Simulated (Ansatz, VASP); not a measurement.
**TaAs: VASP beside Ansatz**

POSCAR

```
TaAs
1.0
   -1.7372839231      1.7372839231      5.9210176602
    1.7372839231     -1.7372839231      5.9210176602
    1.7372839231      1.7372839231     -5.9210176602
Ta As
2 2
Direct
    0.5000125150      1.0000125150      0.5000000000
    0.7500125150      0.7500125150      0.0000000000
    0.0825869050      0.5825869050      0.5000000000
    0.3325869050      0.3325869050      0.0000000000
```

The input INCAR.step1:

```
SYSTEM = TaAs
  PREC = Accurate
  ENCUT = 520
  ISMEAR = -1
  SIGMA = 0.02
  LREAL = .FALSE.
  LASPH = .TRUE.
  NELM = 100
  NBANDS = 24
  GGA = PE
  ALGO = Normal
  EDIFF = 1E-4
  LWAVE = .TRUE.
  LCHARG = .FALSE.
```

Contents of INCAR.step2:

```
SYSTEM = TaAs
  PREC = Accurate
  ENCUT = 520
  EDIFF = 1E-6
  ISMEAR = -1
  SIGMA = 0.02
  LREAL = .FALSE.
  LASPH = .TRUE.
  NELM = 100
  ALGO = Normal
  ISIF = 2
  LWAVE = .FALSE.
  LCHARG = .FALSE.
  METAGGA = R2SCAN
  LMIXTAU = .TRUE.
  NBANDS = 24
  ISTART = 1
```

KPOINTS

```
regular mesh
0
G
  8 8 8
  0 0 0
```

Input for Ansatz:

```yaml
crystal:
  lattice:
    - [-1.7372839231, 1.7372839231, 5.9210176602]
    - [1.7372839231, -1.7372839231, 5.9210176602]
    - [1.7372839231, 1.7372839231, -5.9210176602]
  atoms:
    - { symbol: Ta, position: [0.500012515, 1.000012515, 0.5] }
    - { symbol: Ta, position: [0.750012515, 0.750012515, 0.0] }
    - { symbol: As, position: [0.082586905, 0.582586905, 0.5] }
    - { symbol: As, position: [0.332586905, 0.332586905, 0.0] }
kpoints:
  mp_grid: { grid: [8, 8, 8] }
hamiltonian:
  xc: r2scan
scf:
  occupations: { method: fermi_dirac, width: 0.02 }
  n_extra_bands: 5
output:
  forces: true
  stress: true
  eigenvalues: true
```

Alike in both runs: task single point; functional r2SCAN; k mesh 8 × 8 × 8; occupations fermi-dirac, width 0.02 eV; no spin polarisation.

|  | VASP | Ansatz |
| --- | --- | --- |
| version | VASP 6.6.1 | Ansatz 0.2.0 |
| potentials or method | VASP PAW PBE potentials, release 64 (Ta_pv, As) | plane waves, PAW |
| plane-wave cutoff (eV) | 520 | 500 |
| valence electrons in the cell | 32 | 56 |

Ansatz gave:

- pressure (GPa): -5.2
- traceless stress, the component that is largest in VASP (GPa): 0.62
- rms of the force components (eV/Å): 0.011

Question: What did VASP give for the same quantities?

Answer: Pressure (GPa): -4.8; traceless stress, the component that is largest in VASP (GPa): 0.56; rms of the force components (eV/Å): 0.011.

VASP's potentials were made for PBE, not for r2SCAN. Atom by atom the forces differ by 0.000 eV/Å (rms over components). The functional is the same, so the differences come from potentials, cutoffs and numerics. VASP's potentials hold 32 valence electrons a cell and Ansatz's 56, so a difference there can come from the potentials and not from the codes.

Spin-orbit coupling is off throughout.
